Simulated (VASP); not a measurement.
# BaTe (P1) in VASP: notebook, part 2 of 2

VASP 6.6.1. The steps go on from the part before.

### Step 3. Single point, r2SCAN

POSCAR reads:

```
BaTe
1.0
    5.9721825353      0.0000000000      0.0000000000
   -2.9860912677      5.1720617916      0.0000000000
    0.0000000000      0.0000000000      7.0036859070
Ba Te
2 2
Direct
    0.3256666622      0.6651202438     -0.0643464036
    0.6715845093      0.3303483347      0.4333011275
    0.3303138876      0.6613260123      0.4425898079
    0.6726447224      0.3435508065      0.9389161775
```

INCAR.step1 reads:

```
ALGO = Normal
EDIFF = 1E-4
ENCUT = 520
GGA = PE
ISMEAR = -1
LASPH = True
LCHARG = False
LREAL = False
LWAVE = True
NBANDS = 24
NELM = 100
PREC = Accurate
SIGMA = 0.02
```

INCAR.step2 reads:

```
ALGO = Normal
EDIFF = 1E-6
ENCUT = 520
ISIF = 2
ISMEAR = -1
ISTART = 1
LASPH = True
LCHARG = False
LMIXTAU = True
LREAL = False
LWAVE = False
METAGGA = R2SCAN
NBANDS = 24
NELM = 100
PREC = Accurate
SIGMA = 0.02
```

KPOINTS reads:

```
k-points
0
Gamma
  6 6 2
```

Potentials or basis: VASP PAW PBE potentials, release 64 (Ba_sv, Te).

Command:

```sh
> cat potpaw_PBE.64/Ba_sv/POTCAR potpaw_PBE.64/Te/POTCAR > POTCAR
> cp INCAR.step1 INCAR
> mpirun -np 1 vasp_std > vasp.out
> cp INCAR.step2 INCAR
> mpirun -np 1 vasp_std > vasp.out
```

OUTCAR:

```text
EDIFF = 1E-6
   ENCUT = 520
   ISIF = 2
   ISMEAR = -1
   ISTART = 1
   LASPH = True
   LREAL = False
   METAGGA = R2SCAN
   NELM = 100
   PREC = Accurate

 ion  position               nearest neighbor table
   1  0.326  0.665  0.936-   4 3.38   3 3.45   4 3.46   4 3.51   3 3.55
   2  0.672  0.330  0.433-   3 3.41   3 3.46   4 3.46   3 3.48   4 3.54
   3  0.330  0.661  0.443-   2 3.41   1 3.45   2 3.46   2 3.48   1 3.55
   4  0.673  0.344  0.939-   1 3.38   1 3.46   2 3.46   1 3.51   2 3.54

  LATTYP: Found a hexagonal cell.
 ALAT       =     5.9721825353
 C/A-ratio  =     1.1727179914

  Lattice vectors:

 A1 = (   5.9721825353,   0.0000000000,   0.0000000000)
 A2 = (  -2.9860912677,   5.1720617916,   0.0000000000)
 A3 = (   0.0000000000,   0.0000000000,   7.0036859070)

Analysis of symmetry for initial positions (statically):
=====================================================================
 Subroutine PRICEL returns:
 Original cell was already a primitive cell.

[... 165 lines left out ...]
 Free energy of the ion-electron system (eV)
  ---------------------------------------------------
  ext. energy  EPLUGINS =         0.00000000
  ---------------------------------------------------
  free energy    TOTEN  =      -111.35462834 eV

  energy without entropy =     -111.35462834  energy(sigma->0) =     -111.35462834

 E-fermi :   1.2627     XC(G=0):  -7.4621

 val. band max:        0.7925392882   @ k =   0.0000   0.0000   0.0000
 cond. band min:       3.0326295650   @ k =   0.3333   0.3333   0.0000
 fundamental gap:      2.2400902768
 Fermi energy:         1.2627281389

 k-point     1 :       0.0000    0.0000    0.0000
  band No.  band energies     occupation
      1     -27.2824      2.00000
      2     -27.2667      2.00000
      3     -12.1556      2.00000
      4     -12.1151      2.00000
      5     -12.1058      2.00000
      6     -12.0466      2.00000
[... 637 lines left out ...]
     23       6.0200      0.00000
     24       6.0494      0.00000

 [... further k-points ...]
[... 5 lines left out ...]
  --------------------------------------------------------------------------------------
  -------------------------------------------------------------------------------------
  Total        0.5532137     -0.0822165      1.1042797      0.4070733     -0.0055186      0.0000429
  in kB        4.0971333     -0.6089002      8.1783600      3.0148090     -0.0408709      0.0003177
  external PRESSURE =       3.8888644 kB  Pullay stress =       0.0000000 kB

 VOLUME and BASIS-vectors are now :
 -----------------------------------------------------------------------------
  energy-cutoff  :      520.00
  volume of cell :      216.33
      direct lattice vectors                 reciprocal lattice vectors
     5.972182535  0.000000000  0.000000000     0.167442973  0.096673246  0.000000000
    -2.986091268  5.172061792  0.000000000     0.000000000  0.193346491  0.000000000
     0.000000000  0.000000000  7.003685907     0.000000000  0.000000000  0.142781960

 POSITION                                       TOTAL-FORCE (eV/Angst)
 -----------------------------------------------------------------------------------
     -0.04117      3.44004      6.55302         0.158617      0.145525      0.097495
      3.02437      1.70858      3.03471        -0.130986     -0.031341      0.114163
     -0.00208      3.42042      3.09976         0.102646      0.049231     -0.138556
      2.99128      1.77687      6.57587        -0.130277     -0.163415     -0.073101
 -----------------------------------------------------------------------------------
    total drift:                               -0.000486     -0.000002     -0.002372

  FREE ENERGIE OF THE ION-ELECTRON SYSTEM (eV)
  ---------------------------------------------------
  free  energy   TOTEN  =      -111.3546283356 eV

  energy  without entropy=     -111.3546283356  energy(sigma->0) =     -111.35462834
```

OUTCAR.step1:

```text
EDIFF = 1E-4
   ENCUT = 520
   GGA = PE
   ISMEAR = -1
   LASPH = True
   LREAL = False
[... 876 lines left out ...]
      3.02437      1.70858      3.03471        -0.122302     -0.031385      0.102444
     -0.00208      3.42042      3.09976         0.096785      0.045083     -0.124475
      2.99128      1.77687      6.57587        -0.122540     -0.149080     -0.064630
 -----------------------------------------------------------------------------------
    total drift:                                0.000009      0.000050     -0.000275

  FREE ENERGIE OF THE ION-ELECTRON SYSTEM (eV)
  ---------------------------------------------------
  free  energy   TOTEN  =       -16.6822581730 eV

  energy  without entropy=      -16.6822581730  energy(sigma->0) =      -16.68225817
```

OSZICAR.step1:

```text
N       E                     dE             d eps       ncg     rms          rms(c)
DAV:   1     0.223636698514E+03    0.22364E+03   -0.12040E+04  1920   0.107E+03
DAV:   2     0.407812363416E+01   -0.21956E+03   -0.20765E+03  2504   0.204E+02
DAV:   3    -0.161998432711E+02   -0.20278E+02   -0.20150E+02  2664   0.690E+01
DAV:   4    -0.172495668068E+02   -0.10497E+01   -0.10485E+01  3152   0.132E+01
DAV:   5    -0.172651427190E+02   -0.15576E-01   -0.15574E-01  2352   0.180E+00    0.516E+00
DAV:   6    -0.167341725202E+02    0.53097E+00   -0.82460E-01  2680   0.292E+00    0.351E+00
DAV:   7    -0.166532754259E+02    0.80897E-01   -0.62958E-01  2520   0.279E+00    0.132E+00
DAV:   8    -0.166711465658E+02   -0.17871E-01   -0.78822E-02  2400   0.124E+00    0.307E-01
DAV:   9    -0.166767499663E+02   -0.56034E-02   -0.11586E-02  2472   0.462E-01    0.182E-01
DAV:  10    -0.166799844482E+02   -0.32345E-02   -0.18515E-03  2160   0.164E-01    0.573E-02
DAV:  11    -0.166820759905E+02   -0.20915E-02   -0.27397E-03  2048   0.193E-01    0.390E-02
DAV:  12    -0.166822280503E+02   -0.15206E-03   -0.18752E-04  2192   0.532E-02    0.132E-02
DAV:  13    -0.166822581730E+02   -0.30123E-04   -0.51964E-05  1664   0.312E-02
   1 F= -.16682258E+02 E0= -.16682258E+02  d E =-.518625E-11
```

It took 9 min on 1 thread of AMD EPYC 9R45 (Zen 5), shared host; peak memory 0.44 GiB.

What came out:

```yaml
Free_energy: -111.3546 eV
Pressure: 0.4 GPa
Largest_force: 0.236 eV/Å
Band_gap_on_the_k_mesh: 2.24 eV (least direct gap 2.52 eV)
```

Forces in eV/Å, atoms in the order of the input:
```
Ba   0.159  0.146  0.097
Ba  -0.131 -0.031  0.114
Te   0.103  0.049 -0.139
Te  -0.130 -0.163 -0.073
```

Caveat: the k points lie up to 0.45 Å⁻¹ apart; the structure was generated, so it needn't be the stable form of BaTe; the PAW data sets were made with another functional, which shifts forces and pressure a little; spin-orbit coupling is left out, which moves the levels of the heavy elements. A k mesh can miss the band edges.

### Step 4. Single point, r2SCAN

This run uses another cell than the first one, of 54.32 Å³/atom.

POSCAR reads:

```
BaTe
1.0
    5.9810080000      0.0000000000      0.0000000000
   -2.9905040000      5.1797050000      0.0000000000
    0.0000000000      0.0000000000      7.0140360000
Ba Te
2 2
Direct
    0.3404763330      0.6678451765     -0.0694205162
    0.6685505828      0.3346484018      0.4413802552
    0.3272646203      0.6690211122      0.4366236501
    0.6764225877      0.3409344741      0.9411026690
```

INCAR.step1 reads:

```
ALGO = Normal ; EDIFF = 1E-4
ENCUT = 520 ; GGA = PE
ISMEAR = -1 ; LASPH = T
LCHARG = F ; LREAL = F
LWAVE = T ; NBANDS = 24
NELM = 60 ; PREC = Accurate
SIGMA = 0.026
```

INCAR.step2 reads:

```
ALGO = Normal ; EDIFF = 1E-7
ENCUT = 520 ; ISIF = 2
ISMEAR = -1 ; ISTART = 1
LASPH = T ; LCHARG = F
LMIXTAU = T ; LREAL = F
LWAVE = F ; METAGGA = R2SCAN
NBANDS = 24 ; NELM = 60
PREC = Accurate ; SIGMA = 0.026
```

KPOINTS is that of step 3.

Command:

```sh
> cat potpaw_PBE.64/Ba_sv/POTCAR potpaw_PBE.64/Te/POTCAR > POTCAR
> cp INCAR.step1 INCAR
> mpirun -np 1 vasp_std > vasp.out
> cp INCAR.step2 INCAR
> mpirun -np 1 vasp_std > vasp.out
```

Run time: 11 min. Hardware: 1 thread of AMD EPYC 9R45 (Zen 5), shared host; peak memory 0.44 GiB.

It converged, with:

```yaml
Free_energy: -111.3623 eV
Pressure: 0.3 GPa
Largest_force: 0.184 eV/Å
Band_gap_on_the_k_mesh: 2.24 eV (least direct gap 2.52 eV)
```

Forces on the atoms (eV/Å):
```
Ba  -0.023  0.078  0.164
Ba  -0.109  0.007 -0.068
Te   0.140 -0.001 -0.058
Te  -0.008 -0.085 -0.038
```

Stress tensor (GPa, compression positive):
```
 0.15  0.14  0.00
 0.14 -0.03  0.00
 0.00  0.00  0.66
```

Levels at points of the mesh, in eV from the valence-band top:
```tsv
k point	band 12	band 13	band 14	band 15	band 16	band 17	band 18	band 19	band 20	band 21
(0.00, 0.00, 0.00)	-1.04	-0.96	-0.95	-0.90	0.00	2.68	3.16	3.18	4.12	4.86
(0.50, 0.00, 0.00)	-0.99	-0.83	-0.71	-0.58	-0.39	2.72	3.01	3.32	4.23	4.39
(0.00, 0.50, 0.00)	-0.98	-0.85	-0.77	-0.50	-0.39	2.72	3.09	3.22	4.26	4.39
(0.50, 0.50, 0.00)	-0.98	-0.85	-0.79	-0.47	-0.38	2.73	3.09	3.19	4.25	4.38
(0.00, 0.00, 0.50)	-1.36	-1.09	-1.08	-1.06	-1.05	3.46	3.55	4.60	4.63	4.71
(0.50, 0.00, 0.50)	-1.75	-0.90	-0.88	-0.75	-0.71	3.34	3.44	4.24	4.36	4.82
(0.00, 0.50, 0.50)	-1.74	-0.91	-0.90	-0.76	-0.71	3.39	3.49	4.23	4.35	4.81
(0.50, 0.50, 0.50)	-1.74	-0.92	-0.90	-0.76	-0.71	3.38	3.50	4.22	4.35	4.80
```

Caveat: the k points lie up to 0.45 Å⁻¹ apart; the atoms stand as in a frame of molecular dynamics; the structure was generated, so it needn't be the stable form of BaTe; the PAW data sets were made with another functional, which shifts forces and pressure a little; spin-orbit coupling is left out, which moves the levels of the heavy elements.

### Step 5. Summary

```csv
cell,smearing,gap on the mesh (eV),pressure (GPa),largest force (eV/Å)
"a = 5.972, b = 5.972, c = 7.004 Å, angles 90.0, 90.0, 120.0°, 4 atoms, atomic positions A",fermi-dirac 0.02 eV,2.23,0.4,0.17
"a = 5.972, b = 5.972, c = 7.004 Å, angles 90.0, 90.0, 120.0°, 4 atoms, atomic positions B",fermi-dirac 0.02 eV,2.24,0.4,0.24
"a = 5.981, b = 5.981, c = 7.014 Å, angles 90.0, 90.0, 120.0°, 4 atoms, atomic positions C",fermi-dirac 0.026 eV,2.24,0.3,0.18
```

Alike in all rows: task single point; level r2SCAN; potentials or basis VASP PAW PBE potentials, release 64 (Ba_sv, Te); no spin polarisation; k mesh 6 × 6 × 2; cutoff (eV) 520.

Caveats: all runs use coarse meshes; the structure was generated, so it needn't be the stable form of BaTe; the PAW data sets were made with another functional, which shifts forces and pressure a little; spin-orbit coupling is left out, which moves the levels of the heavy elements; the atoms stand as in a frame of molecular dynamics (at least some runs).

Absolute energies hang on the potentials; compare differences alone.
